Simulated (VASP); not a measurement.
# SrVO3 (Pm-3m) in VASP: single point with PBEsol

Aim: the single point of SrVO3 with PBEsol.

All numbers are computed with VASP 6.6.1; they aren't measurements. Logs are shortened: lines on timing, memory, paths and dates and some standing lists are left out, and cuts for length are marked.

### Step 1. The cell of the first run

The structure is cubic, space group Pm-3m (No. 221). The conventional cell has a = 3.933 Å, b = 3.933 Å, c = 3.933 Å, α = 90.00°, β = 90.00°, γ = 90.00°. Within 3.7 Å of Sr (site symmetry m-3m) lie 12 O at 2.78 Å and 8 V at 3.41 Å. Within 2.6 Å of V (site symmetry m-3m) lie 6 O at 1.97 Å. Within 2.6 Å of O (site symmetry 4/mmm) lie 2 V at 1.97 Å.

### Step 2. Single point, PBEsol, collinear spin, ferromagnetic start (12.17 Å³/atom)

File INCAR:

```
  PREC = Accurate
  ENCUT = 520
  EDIFF = 1E-6
  ISMEAR = 0
  SIGMA = 0.1
  LREAL = False
  LASPH = True
  NELM = 150
  ALGO = Normal
  ISIF = 2
  LWAVE = False
  LCHARG = False
  ISPIN = 2
  MAGMOM = 0 0.22 0 0 0
  LORBIT = 11
  LMAXMIX = 4
  GGA = PS
  NBANDS = 32
```

File KPOINTS:

```
Automatic mesh
0
Gamma
  10 10 10
```

File POSCAR:

```
SrVO3
1.0
    3.9333183583      0.0000000000      0.0000000000
    0.0000000000      3.9333183583      0.0000000000
    0.0000000000      0.0000000000      3.9333183583
Sr V O
1 1 3
Direct
    0.5000000000      0.5000000000      0.5000000000
    0.0000000000      0.0000000000      0.0000000000
    0.5000000000      0.0000000000      0.0000000000
    0.0000000000      0.5000000000      0.0000000000
    0.0000000000      0.0000000000      0.5000000000
```

Potentials or basis: VASP PAW PBE potentials, release 64 (Sr_sv, V_sv, O).

Launch:

```console
cat potpaw_PBE.64/Sr_sv/POTCAR potpaw_PBE.64/V_sv/POTCAR potpaw_PBE.64/O/POTCAR > POTCAR
mpirun -np 1 vasp_std > vasp.out
```

OUTCAR:

```text
PREC = Accurate
   ENCUT = 520
   EDIFF = 1E-6
   ISMEAR = 0
   LREAL = False
   LASPH = True
   NELM = 150
   ISIF = 2
   ISPIN = 2
   LORBIT = 11
   GGA = PS

 ion  position               nearest neighbor table
   1  0.500  0.500  0.500-   3 2.78   4 2.78   5 2.78   3 2.78   4 2.78   3 2.78   5 2.78   3 2.78
                             4 2.78   5 2.78   4 2.78   5 2.78   2 3.41   2 3.41   2 3.41   2 3.41
   2  0.000  0.000  0.000-   3 1.97   4 1.97   5 1.97   5 1.97   4 1.97   3 1.97   1 3.41   1 3.41
                             1 3.41   1 3.41   1 3.41   1 3.41   1 3.41   1 3.41
   3  0.500  0.000  0.000-   2 1.97   2 1.97   1 2.78   1 2.78   1 2.78   1 2.78
   4  0.000  0.500  0.000-   2 1.97   2 1.97   1 2.78   1 2.78   1 2.78   1 2.78
   5  0.000  0.000  0.500-   2 1.97   2 1.97   1 2.78   1 2.78   1 2.78   1 2.78

  LATTYP: Found a simple cubic cell.
 ALAT       =     3.9333183583

  Lattice vectors:

 A1 = (   3.9333183583,   0.0000000000,   0.0000000000)
 A2 = (   0.0000000000,   3.9333183583,   0.0000000000)
 A3 = (   0.0000000000,   0.0000000000,   3.9333183583)

Analysis of symmetry for initial positions (statically):
=====================================================================
 Subroutine PRICEL returns:
 Original cell was already a primitive cell.

 Routine SETGRP: Setting up the symmetry group for a
 simple cubic supercell.

 Subroutine GETGRP returns: Found 48 space group operations
 (whereof 48 operations were pure point group operations)
 out of a pool of 48 trial point group operations.

The static configuration has the point symmetry O_h .

Analysis of symmetry for dynamics (positions and initial velocities):
=====================================================================
 Subroutine PRICEL returns:
 Original cell was already a primitive cell.

 Routine SETGRP: Setting up the symmetry group for a
 simple cubic supercell.

 Subroutine GETGRP returns: Found 48 space group operations
 (whereof 48 operations were pure point group operations)
 out of a pool of 48 trial point group operations.

The dynamic configuration has the point symmetry O_h .

Analysis of structural, dynamic, and magnetic symmetry:
=====================================================================
 Subroutine PRICEL returns:
 Original cell was already a primitive cell.

 Routine SETGRP: Setting up the symmetry group for a
 simple cubic supercell.

 Subroutine GETGRP returns: Found 48 space group operations
 (whereof 48 operations were pure point group operations)
 out of a pool of 48 trial point group operations.

The overall configuration has the point symmetry O_h .

 Subroutine INISYM returns: Found 48 space group operations
 (whereof 48 operations are pure point group operations),
 and found     1 'primitive' translations

----------------------------------------------------------------------------------------

                                     Primitive cell

  volume of cell :      60.8523

  direct lattice vectors                    reciprocal lattice vectors
     3.933318358  0.000000000  0.000000000     0.254238256  0.000000000  0.000000000
     0.000000000  3.933318358  0.000000000     0.000000000  0.254238256  0.000000000
     0.000000000  0.000000000  3.933318358     0.000000000  0.000000000  0.254238256

  length of vectors
     3.933318358  3.933318358  3.933318358     0.254238256  0.254238256  0.254238256

  position of ions in fractional coordinates (direct lattice)
     0.500000000  0.500000000  0.500000000
     0.000000000  0.000000000  0.000000000
     0.500000000  0.000000000  0.000000000
     0.000000000  0.500000000  0.000000000
     0.000000000  0.000000000  0.500000000

  ion indices of the primitive-cell ions
   primitive index   ion index
                 1           1
                 2           2
                 3           3
                 4           4
                 5           5

----------------------------------------------------------------------------------------

 KPOINTS: Automatic mesh

Automatic generation of k-mesh.
 Grid dimensions read from file:
 generate k-points for:   10   10   10

 Generating k-lattice:

  Cartesian coordinates                     Fractional coordinates (reciprocal lattice)
     0.025423826  0.000000000  0.000000000     0.100000000  0.000000000  0.000000000
     0.000000000  0.025423826  0.000000000     0.000000000  0.100000000  0.000000000
     0.000000000  0.000000000  0.025423826     0.000000000  0.000000000  0.100000000

  Length of vectors
     0.025423826  0.025423826  0.025423826

  Shift w.r.t. Gamma in fractional coordinates (k-lattice)
     0.000000000  0.000000000  0.000000000

 Subroutine IBZKPT returns following result:
 ===========================================

 Found     56 irreducible k-points:

 Following reciprocal coordinates:
            Coordinates               Weight
  0.000000  0.000000  0.000000      1.000000
  0.100000  0.000000  0.000000      6.000000
  0.200000  0.000000  0.000000      6.000000
  0.300000  0.000000  0.000000      6.000000
  0.400000  0.000000  0.000000      6.000000
  0.500000  0.000000  0.000000      3.000000
[... 16 lines left out ...]
  0.200000  0.100000  0.100000     24.000000
  0.300000  0.100000  0.100000     24.000000
 [... further k-points ...]
   k-points           NKPTS =     56   k-points in BZ     NKDIM =     56   number of bands    NBANDS=     32
   number of dos      NEDOS =    301   number of ions     NIONS =      5
   total plane-waves  NPLWV =  27000
   dimension x,y,z NGX =    30 NGY =   30 NGZ =   30
   dimension x,y,z NGXF=    60 NGYF=   60 NGZF=   60
   ions per type =               1   1   3
   NGX,Y,Z   is equivalent  to a cutoff of  12.68, 12.68, 12.68 a.u.
   NGXF,Y,Z  is equivalent  to a cutoff of  25.36, 25.36, 25.36 a.u.
 SYSTEM =  unknown system
   PREC   = accura    normal or accurate (medium, high low for compatibility)
   ISTART =      0    job   : 0-new  1-cont  2-samecut
   ICHARG =      2    charge: 1-file 2-atom 10-const
   ISPIN  =      2    spin polarized calculation?
   LNONCOLLINEAR =      F non collinear calculations
   LSORBIT =      F    spin-orbit coupling
   LASPH  =      T    aspherical Exc in radial PAW
   ENCUT  =  520.0 eV  38.22 Ry    6.18 a.u.   7.31  7.31  7.31*2*pi/ulx,y,z
   NELM   =    150;   NELMIN=  2; NELMDL= -5     # of ELM steps
   EDIFF  = 0.1E-05   stopping-criterion for ELM
   LREAL  =      F    real-space projection
   EDIFFG = 0.1E-04   stopping-criterion for IOM
   NSW    =      0    number of steps for IOM
   IBRION =     -1    ionic relax: 0-MD 1-quasi-New 2-CG
   NFREE  =      0    steps in history (QN), initial steepest desc. (CG)
   ISIF   =      2    stress and relaxation
   ISYM   =      2    0-nonsym 1-usesym 2-fastsym
   POTIM  = 0.5000    time-step for ionic-motion
   TEBEG  =    0.0;   TEEND  =   0.0 temperature during run
   PSTRESS=    0.0 pullay stress
   NELECT =      41.0000    total number of electrons
   NUPDOWN=      -1.0000    fix difference up-down
   EMIN   =  10.00;   EMAX   =-10.00  energy-range for DOS
   EFERMI =   0.00;   METHOD = LEGACY
   ISMEAR =     0;   SIGMA  =   0.10  broadening in eV -4-tet -1-fermi 0-gaus
   EFERMI_NEDOS =   21; number of points for ismear=-14 and -15
   IALGO  =     38    algorithm
   IMIX   =      4    mixing-type and parameters
     AMIX     =   0.40;   BMIX     =  1.00
     AMIX_MAG =   1.60;   BMIX_MAG =  1.00
  volume/ion in A,a.u.               =      12.17        82.13
  Fermi-wavevector in a.u.,A,eV,Ry     =   1.435193  2.712122 28.025000  2.059779
  Thomas-Fermi vector in A             =   2.554519
   LORBIT       =     11    0 simple, 1 ext, 2 COOP (PROOUT), +10 PAW based schemes
   GGA     = PS    functional components
   LHFCALC =     F    Hartree Fock is set to
   AEXX    =    0.0000 exact exchange contribution
   IVDW    =     0    specifies the selected vdW correction
   LEPSILON=     F    determine dielectric tensor
   LRPA    =     F    only Hartree local field effects (RPA)
 spin polarized calculation
 Gauss-broadening in eV      SIGMA  =   0.10
  energy-cutoff  :      520.00
  volume of cell :       60.85
 maximum number of plane-waves:      1657
 NGX is ok and might be reduce to    30
   NGX = 15   NGY = 15   NGZ = 15

 number of electron      41.0000012 magnetization       0.3588385

 Free energy of the ion-electron system (eV)
  ---------------------------------------------------
  ext. energy  EPLUGINS =         0.00000000
  ---------------------------------------------------
  free energy    TOTEN  =       -41.13003407 eV

  energy without entropy =      -41.12250652  energy(sigma->0) =      -41.12627030

 E-fermi :   5.3939     XC(G=0): -11.4558

 val. band max:        5.3700094100   @ k =   0.2000   0.2000   0.0000
 cond. band min:       5.4210787434   @ k =   0.2000   0.0000   0.0000
 fundamental gap:      0.0510693334
 Fermi energy:         5.3939042655

 spin component 1

 k-point     1 :       0.0000    0.0000    0.0000
  band No.  band energies     occupation
      1     -60.4227      1.00000
      2     -34.3364      1.00000
      3     -34.3364      1.00000
      4     -34.3364      1.00000
      5     -29.0648      1.00000
      6     -13.8475      1.00000
[... 829 lines left out ...]
     31      12.7601      0.00000
     32      17.1900      0.00000

 [... further k-points ...]

 spin component 2

 k-point     1 :       0.0000    0.0000    0.0000
  band No.  band energies     occupation
      1     -60.0623      1.00000
      2     -33.9825      1.00000
      3     -33.9825      1.00000
      4     -33.9825      1.00000
      5     -29.0647      1.00000
      6     -13.8412      1.00000
[... 829 lines left out ...]
     31      12.7736      0.00000
     32      17.2567      0.00000

 [... further k-points ...]
[... 5 lines left out ...]
  --------------------------------------------------------------------------------------
  -------------------------------------------------------------------------------------
  Total       -5.5883069     -5.5883069     -5.5883069     -0.0000000     -0.0000000      0.0000000
  in kB     -147.1341678   -147.1341678   -147.1341678     -0.0000000     -0.0000000      0.0000000
  external PRESSURE =    -147.1341678 kB  Pullay stress =       0.0000000 kB

 VOLUME and BASIS-vectors are now :
 -----------------------------------------------------------------------------
  energy-cutoff  :      520.00
  volume of cell :       60.85
      direct lattice vectors                 reciprocal lattice vectors
     3.933318358  0.000000000  0.000000000     0.254238256  0.000000000  0.000000000
     0.000000000  3.933318358  0.000000000     0.000000000  0.254238256  0.000000000
     0.000000000  0.000000000  3.933318358     0.000000000  0.000000000  0.254238256

 POSITION                                       TOTAL-FORCE (eV/Angst)
 -----------------------------------------------------------------------------------
      1.96666      1.96666      1.96666         0.000000      0.000000      0.000000
      0.00000      0.00000      0.00000         0.000000      0.000000      0.000000
      1.96666      0.00000      0.00000         0.000000      0.000000      0.000000
      0.00000      1.96666      0.00000         0.000000      0.000000      0.000000
      0.00000      0.00000      1.96666         0.000000      0.000000      0.000000
 -----------------------------------------------------------------------------------
    total drift:                                0.000000     -0.000000      0.000000

  FREE ENERGIE OF THE ION-ELECTRON SYSTEM (eV)
  ---------------------------------------------------
  free  energy   TOTEN  =       -41.1300340710 eV

  energy  without entropy=      -41.1225065230  energy(sigma->0) =      -41.12627030

 total charge

# of ion       s       p       d       tot
------------------------------------------
    1        1.995   5.753   0.192   7.940
    2        2.264   6.304   2.875  11.443
    3        1.557   3.425   0.000   4.981
    4        1.557   3.425   0.000   4.981
    5        1.557   3.425   0.000   4.981
--------------------------------------------------
tot          8.928  22.331   3.067  34.327

 magnetization (x)

# of ion       s       p       d       tot
------------------------------------------
    1       -0.000  -0.000   0.001   0.000
    2        0.002   0.002   0.338   0.343
    3       -0.000  -0.004   0.000  -0.004
    4       -0.000  -0.004   0.000  -0.004
    5       -0.000  -0.004   0.000  -0.004
--------------------------------------------------
tot          0.001  -0.009   0.339   0.331
```

It took 90 s on 1 thread of Intel Xeon 6975P-C (Granite Rapids), shared host; peak memory 0.3 GiB.

Results:

- Free energy: -41.1300 eV
- Pressure: -14.7 GPa
- Net moment: 0.36 μB per cell
- Site moments: Sr +0.00; V +0.34; O -0.00 μB
- Valence electrons inside the program's atomic spheres: Sr 7.94; V 11.44; O 4.98

Caveat: the cell stands under tension; a moment this small can come from the mesh or the smearing; the PAW data sets were made with another functional, which shifts forces and pressure a little; semilocal functionals often make such compounds metallic where correlation or magnetic order opens a gap, which also shifts bond lengths. With open d or f shells a metallic result of PBEsol can be an artefact of self-interaction; +U or a hybrid may open a gap.
